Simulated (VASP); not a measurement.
# KCa2Se6: single point with PBE

Crystal: KCa2Se6.

```
K Ca Se
1.0
     8.70573    0.00000    0.00000
    -4.35287    7.53939    0.00000
     0.00000    0.00000    5.01615
K Ca Se
1 2 6
Direct
  0.00000 0.00000 0.00000
  0.33333 0.66667 0.50000
  0.66667 0.33333 0.50000
  0.00000 0.55691 0.77572
  0.00000 0.44309 0.22428
  0.44309 0.44309 0.77572
  0.55691 0.55691 0.22428
  0.44309 0.00000 0.22428
  0.55691 0.00000 0.77572
```

The cell was generated, and may not be a known phase.

```json
{"Program": "VASP 6.6.1", "Task": "single point", "Functional": "PBE", "Potentials or basis": "VASP PAW PBE potentials, release 64 (K_sv, Ca_sv, Se)", "Cutoff": "520 eV", "k mesh": "6 × 6 × 8", "Occupations": "gaussian, width 0.1 eV", "Spin": "no spin polarisation", "Dipole correction": "no", "Further INCAR settings": "ALGO = Normal; EDIFF = 1e-07; NBANDS = 42"}
```

```
Pressure               : 0.1 GPa
Largest force          : 0.006 eV/Å
Band gap on the k mesh : zero (an odd number of electrons rules out a gap without spin polarisation)
```

Forces on the atoms (eV/Å):
```
K    0.000  0.000  0.000
Ca   0.000  0.000  0.000
Ca   0.000  0.000  0.000
Se  -0.002  0.003 -0.005
Se   0.002 -0.003  0.005
Se  -0.002 -0.003 -0.005
Se   0.002  0.003  0.005
Se  -0.004  0.000  0.005
Se   0.004  0.000 -0.005
```

Levels at points of the mesh, in eV from the Fermi level:
```tsv
k point	band 31	band 32	band 33	band 34	band 35	band 36
(0.00, 0.00, 0.00)	-0.62	-0.62	-0.37	2.26	2.26	2.36
(0.50, 0.00, 0.00)	-0.65	-0.52	-0.39	2.11	2.50	2.77
(0.00, 0.00, 0.50)	0.53	0.54	0.54	1.19	1.89	1.89
(0.50, 0.00, 0.50)	0.51	0.54	0.64	1.44	1.62	1.81
```

Run time: 9.5 min on 1 thread of Intel(R) Xeon(R) 6975P-C (Granite Rapids), with other jobs on the host, peak memory 0.81 GiB.

Caveat: an odd number of electrons without spin polarisation forces a metal; a magnetic or distorted state may lie lower.
